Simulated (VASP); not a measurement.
# KMo2 (P6_3/mmc) in VASP: notebook

KMo2 is run at these levels: PBE; tasks: single point, relaxation of cell and atoms.

Program: VASP 6.6.1. These are calculated values, not measurements. Logs are shortened: lines on timing, memory, paths and dates and some standing lists are left out, and cuts for length are marked.

## Step 1: The cell of the first run

Symmetry: P6_3/mmc, No. 194, hexagonal system. Conventional cell: a = 3.221 Å, b = 3.221 Å, c = 15.900 Å, α = 90.00°, β = 90.00°, γ = 120.00°. Within 4.2 Å of K (site symmetry -6m2) lie 6 K at 3.22 Å and 6 Mo at 3.68 Å. Mo (site symmetry 3m) has 9 Mo at 2.45 to 3.22 Å within 3.3 Å.

## Step 2: Single point, PBE

The input, INCAR:

```
ALGO = Normal
EDIFF = 1E-6
ENCUT = 500
GGA = PE
GGA_COMPAT = False
ISIF = 2
ISMEAR = 0
LASPH = True
LCHARG = False
LREAL = False
LWAVE = False
NBANDS = 46
NELM = 120
PREC = Accurate
SIGMA = 0.1
```

The input, KPOINTS:

```
k-points
0
Gamma
  6 6 1
```

The input, POSCAR:

```
KMo2
1.0
    3.2214877017      0.0000000000      0.0000000000
   -1.6107438508      2.7898901876      0.0000000000
    0.0000000000      0.0000000000     15.9000463614
K Mo
2 4
Direct
    0.3333333333      0.6666666667      0.2500000000
    0.6666666667      0.3333333333      0.7500000000
    0.3333333333      0.6666666667      0.5501242670
    0.6666666667      0.3333333333      0.0501242670
    0.3333333333      0.6666666667      0.9498757330
    0.6666666667      0.3333333333      0.4498757330
```

Potentials or basis: VASP PAW PBE potentials, release 64 (K_sv, Mo_sv).

Launch:

```sh
> cat potpaw_PBE.64/K_sv/POTCAR potpaw_PBE.64/Mo_sv/POTCAR > POTCAR
> mpirun -np 1 vasp_std > vasp.out
```

OUTCAR:

```text
EDIFF = 1E-6
   ENCUT = 500
   GGA = PE
   ISIF = 2
   ISMEAR = 0
   LASPH = True
   LREAL = False
   NELM = 120
   PREC = Accurate

 ion  position               nearest neighbor table
   1  0.333  0.667  0.250-
   2  0.667  0.333  0.750-
   3  0.333  0.667  0.550-   6 2.45   6 2.45   6 2.45
   4  0.667  0.333  0.050-   5 2.45   5 2.45   5 2.45
   5  0.333  0.667  0.950-   4 2.45   4 2.45   4 2.45
   6  0.667  0.333  0.450-   3 2.45   3 2.45   3 2.45

  LATTYP: Found a hexagonal cell.
 ALAT       =     3.2214877017
 C/A-ratio  =     4.9356222447

  Lattice vectors:

 A1 = (   3.2214877017,   0.0000000000,   0.0000000000)
 A2 = (  -1.6107438508,   2.7898901876,   0.0000000000)
 A3 = (   0.0000000000,   0.0000000000,  15.9000463614)

Analysis of symmetry for initial positions (statically):
=====================================================================
 Subroutine PRICEL returns:
 Original cell was already a primitive cell.

 Routine SETGRP: Setting up the symmetry group for a
 hexagonal supercell.

 Subroutine GETGRP returns: Found 24 space group operations
 (whereof 12 operations were pure point group operations)
 out of a pool of 24 trial point group operations.

The static configuration has the point symmetry D_3d.
 The point group associated with its full space group is D_6h.

Analysis of symmetry for dynamics (positions and initial velocities):
=====================================================================
 Subroutine PRICEL returns:
 Original cell was already a primitive cell.

 Routine SETGRP: Setting up the symmetry group for a
 hexagonal supercell.

 Subroutine GETGRP returns: Found 24 space group operations
 (whereof 12 operations were pure point group operations)
 out of a pool of 24 trial point group operations.

The dynamic configuration has the point symmetry D_3d.
 The point group associated with its full space group is D_6h.

 Subroutine INISYM returns: Found 24 space group operations
 (whereof 12 operations are pure point group operations),
 and found     1 'primitive' translations

----------------------------------------------------------------------------------------

                                     Primitive cell

  volume of cell :     142.9032

  direct lattice vectors                    reciprocal lattice vectors
     3.221487702  0.000000000  0.000000000     0.310415588  0.179218523  0.000000000
    -1.610743851  2.789890188  0.000000000     0.000000000  0.358437047  0.000000000
     0.000000000  0.000000000 15.900046361     0.000000000  0.000000000  0.062892898

  length of vectors
     3.221487702  3.221487702 15.900046361     0.358437047  0.358437047  0.062892898

  position of ions in fractional coordinates (direct lattice)
     0.333333333  0.666666667  0.250000000
     0.666666667  0.333333333  0.750000000
     0.333333333  0.666666667  0.550124267
     0.666666667  0.333333333  0.050124267
     0.333333333  0.666666667  0.949875733
     0.666666667  0.333333333  0.449875733

  ion indices of the primitive-cell ions
   primitive index   ion index
                 1           1
                 2           2
                 3           3
                 4           4
                 5           5
                 6           6

----------------------------------------------------------------------------------------

 KPOINTS: k-points

Automatic generation of k-mesh.
 Grid dimensions read from file:
 generate k-points for:    6    6    1

 Generating k-lattice:

  Cartesian coordinates                     Fractional coordinates (reciprocal lattice)
     0.051735931  0.029869754  0.000000000     0.166666667 -0.000000000  0.000000000
     0.000000000  0.059739508  0.000000000     0.000000000  0.166666667  0.000000000
     0.000000000  0.000000000  0.062892898     0.000000000  0.000000000  1.000000000

  Length of vectors
     0.059739508  0.059739508  0.062892898

  Shift w.r.t. Gamma in fractional coordinates (k-lattice)
     0.000000000  0.000000000  0.000000000

 Subroutine IBZKPT returns following result:
 ===========================================

 Found      7 irreducible k-points:

 Following reciprocal coordinates:
            Coordinates               Weight
  0.000000  0.000000  0.000000      1.000000
  0.166667  0.000000  0.000000      6.000000
  0.333333  0.000000  0.000000      6.000000
  0.500000  0.000000  0.000000      3.000000
  0.166667  0.166667  0.000000      6.000000
  0.333333  0.166667  0.000000     12.000000
  0.333333  0.333333  0.000000      2.000000
   k-points           NKPTS =      7   k-points in BZ     NKDIM =      7   number of bands    NBANDS=     46
   number of dos      NEDOS =    301   number of ions     NIONS =      6
   total plane-waves  NPLWV =  69120
   dimension x,y,z NGX =    24 NGY =   24 NGZ =  120
   dimension x,y,z NGXF=    48 NGYF=   48 NGZF=  240
   ions per type =               2   4
   NGX,Y,Z   is equivalent  to a cutoff of  12.39, 12.39, 12.55 a.u.
   NGXF,Y,Z  is equivalent  to a cutoff of  24.77, 24.77, 25.09 a.u.
 SYSTEM =  unknown system
   PREC   = accura    normal or accurate (medium, high low for compatibility)
   ISTART =      0    job   : 0-new  1-cont  2-samecut
   ICHARG =      2    charge: 1-file 2-atom 10-const
   ISPIN  =      1    spin polarized calculation?
   LNONCOLLINEAR =      F non collinear calculations
   LSORBIT =      F    spin-orbit coupling
   LASPH  =      T    aspherical Exc in radial PAW
   ENCUT  =  500.0 eV  36.75 Ry    6.06 a.u.   5.87  5.87 28.99*2*pi/ulx,y,z
   NELM   =    120;   NELMIN=  2; NELMDL= -5     # of ELM steps
   EDIFF  = 0.1E-05   stopping-criterion for ELM
   LREAL  =      F    real-space projection
   EDIFFG = 0.1E-04   stopping-criterion for IOM
   NSW    =      0    number of steps for IOM
   IBRION =     -1    ionic relax: 0-MD 1-quasi-New 2-CG
   NFREE  =      0    steps in history (QN), initial steepest desc. (CG)
   ISIF   =      2    stress and relaxation
   ISYM   =      2    0-nonsym 1-usesym 2-fastsym
   POTIM  = 0.5000    time-step for ionic-motion
   TEBEG  =    0.0;   TEEND  =   0.0 temperature during run
   PSTRESS=    0.0 pullay stress
   NELECT =      74.0000    total number of electrons
   NUPDOWN=      -1.0000    fix difference up-down
   EMIN   =  10.00;   EMAX   =-10.00  energy-range for DOS
   EFERMI =   0.00;   METHOD = LEGACY
   ISMEAR =     0;   SIGMA  =   0.10  broadening in eV -4-tet -1-fermi 0-gaus
   EFERMI_NEDOS =   21; number of points for ismear=-14 and -15
   IALGO  =     38    algorithm
   IMIX   =      4    mixing-type and parameters
     AMIX     =   0.40;   BMIX     =  1.00
     AMIX_MAG =   1.60;   BMIX_MAG =  1.00
  volume/ion in A,a.u.               =      23.82       160.73
  Fermi-wavevector in a.u.,A,eV,Ry     =   1.314634  2.484297 23.514427  1.728262
  Thomas-Fermi vector in A             =   2.444873
   LORBIT       =      0    0 simple, 1 ext, 2 COOP (PROOUT), +10 PAW based schemes
   GGA     = PE    functional components
   LHFCALC =     F    Hartree Fock is set to
   AEXX    =    0.0000 exact exchange contribution
   IVDW    =     0    specifies the selected vdW correction
   LEPSILON=     F    determine dielectric tensor
   LRPA    =     F    only Hartree local field effects (RPA)
 non-spin polarized calculation
 Gauss-broadening in eV      SIGMA  =   0.10
  energy-cutoff  :      500.00
  volume of cell :      142.90
 maximum number of plane-waves:      3668
 NGX is ok and might be reduce to    24
   NGX = 11   NGY = 11   NGZ = 57

 number of electron      73.9999993 magnetization

 Free energy of the ion-electron system (eV)
  ---------------------------------------------------
  ext. energy  EPLUGINS =         0.00000000
  ---------------------------------------------------
  free energy    TOTEN  =       -40.07729598 eV

  energy without entropy =      -40.04345201  energy(sigma->0) =      -40.06037399

 E-fermi :   6.0288     XC(G=0): -10.2159

 val. band max:        5.8969540710   @ k =   0.3333   0.3333   0.0000
 cond. band min:       6.0537333645   @ k =   0.3333   0.3333   0.0000
 fundamental gap:      0.1567792935
 Fermi energy:         6.0287661839

 k-point     1 :       0.0000    0.0000    0.0000
  band No.  band energies     occupation
      1     -54.8885      2.00000
      2     -54.8884      2.00000
      3     -54.3516      2.00000
      4     -54.3516      2.00000
      5     -29.3367      2.00000
      6     -29.3364      2.00000
[... 38 lines left out ...]
     45       8.3082      0.00000
     46       8.3082      0.00000

 k-point     2 :       0.1667    0.0000    0.0000
  band No.  band energies     occupation
      1     -54.8498      2.00000
      2     -54.8498      2.00000
      3     -54.3761      2.00000
      4     -54.3761      2.00000
      5     -29.3587      2.00000
      6     -29.3586      2.00000
[... 38 lines left out ...]
     45       8.2648      0.00000
     46       8.5406      0.00000

 k-point     3 :       0.3333    0.0000    0.0000
  band No.  band energies     occupation
      1     -54.7539      2.00000
      2     -54.7539      2.00000
      3     -54.4437      2.00000
      4     -54.4437      2.00000
      5     -29.4424      2.00000
      6     -29.4424      2.00000
[... 38 lines left out ...]
     45       8.4882      0.00000
     46       8.5066      0.00000

 k-point     4 :       0.5000    0.0000    0.0000
  band No.  band energies     occupation
      1     -54.6809      2.00000
      2     -54.6809      2.00000
      3     -54.5025      2.00000
      4     -54.5025      2.00000
      5     -29.5231      2.00000
      6     -29.5231      2.00000
[... 38 lines left out ...]
     45       8.0361      0.00000
     46       8.7967      0.00000

 k-point     5 :       0.1667    0.1667    0.0000
  band No.  band energies     occupation
      1     -54.7815      2.00000
      2     -54.7815      2.00000
      3     -54.4231      2.00000
      4     -54.4231      2.00000
      5     -29.4036      2.00000
      6     -29.4036      2.00000
[... 38 lines left out ...]
     45       8.5201      0.00000
     46       8.5304      0.00000

 k-point     6 :       0.3333    0.1667    0.0000
  band No.  band energies     occupation
      1     -54.6812      2.00000
      2     -54.6812      2.00000
      3     -54.5022      2.00000
      4     -54.5022      2.00000
      5     -29.4709      2.00000
      6     -29.4709      2.00000
[... 38 lines left out ...]
     45       8.3854      0.00000
     46       8.7958      0.00000

 k-point     7 :       0.3333    0.3333    0.0000
  band No.  band energies     occupation
      1     -54.5882      2.00000
      2     -54.5882      2.00000
      3     -54.5881      2.00000
      4     -54.5881      2.00000
      5     -29.4172      2.00000
      6     -29.4172      2.00000
[... 38 lines left out ...]
     45       9.1734      0.00000
     46       9.1853      0.00000

------------------------ aborting loop because EDIFF is reached ----------------------------------------

  FORCE on cell =-STRESS in cart. coord.  units (eV):
  Direction    XX          YY          ZZ          XY          YZ          ZX
  --------------------------------------------------------------------------------------
  -------------------------------------------------------------------------------------
  Total        0.2643217      0.2643217      0.4527712      0.0000000      0.0000000     -0.0000000
  in kB        2.9634761      2.9634761      5.0763017      0.0000000      0.0000000     -0.0000000
  external PRESSURE =       3.6677513 kB  Pullay stress =       0.0000000 kB

 VOLUME and BASIS-vectors are now :
 -----------------------------------------------------------------------------
  energy-cutoff  :      500.00
  volume of cell :      142.90
      direct lattice vectors                 reciprocal lattice vectors
     3.221487702  0.000000000  0.000000000     0.310415588  0.179218523  0.000000000
    -1.610743851  2.789890188  0.000000000     0.000000000  0.358437047  0.000000000
     0.000000000  0.000000000 15.900046361     0.000000000  0.000000000  0.062892898

 POSITION                                       TOTAL-FORCE (eV/Angst)
 -----------------------------------------------------------------------------------
     -0.00000      1.85993      3.97501        -0.000000      0.000000      0.000000
      1.61074      0.92996     11.92503         0.000000     -0.000000      0.000000
     -0.00000      1.85993      8.74700        -0.000000     -0.000000      0.125400
      1.61074      0.92996      0.79698        -0.000000      0.000000      0.125400
     -0.00000      1.85993     15.10307         0.000000     -0.000000     -0.125400
      1.61074      0.92996      7.15305        -0.000000      0.000000     -0.125400
 -----------------------------------------------------------------------------------
    total drift:                               -0.000000      0.000000     -0.000000

  FREE ENERGIE OF THE ION-ELECTRON SYSTEM (eV)
  ---------------------------------------------------
  free  energy   TOTEN  =       -40.0772959793 eV

  energy  without entropy=      -40.0434520097  energy(sigma->0) =      -40.06037399
```

It took 39 s on 1 thread of Intel Xeon Platinum 8259CL at 2.50GHz (Skylake/Cascade Lake), shared host; peak memory 0.25 GiB.

What came out:

| Quantity | Value |
| --- | --- |
| Free energy | -40.0773 eV |
| Pressure | 0.4 GPa |
| Largest force | 0.125 eV/Å |
| Band gap on the k mesh | zero (bands 37 and 38 overlap by 2.46 eV) |

Forces on the atoms (eV/Å):
```
K    0.000  0.000  0.000
K    0.000  0.000  0.000
Mo   0.000  0.000  0.125
Mo   0.000  0.000  0.125
Mo   0.000  0.000 -0.125
Mo   0.000  0.000 -0.125
```

Stress tensor (GPa, compression positive):
```
0.30 0.00 0.00
0.00 0.30 0.00
0.00 0.00 0.51
```

Caveat: the k points lie up to 0.40 Å⁻¹ apart, too coarse for converged energies and pressures of a metal.

[end of part 1 of 2]

The gap in the log of VASP goes by the Fermi energy; the results here count the filled bands.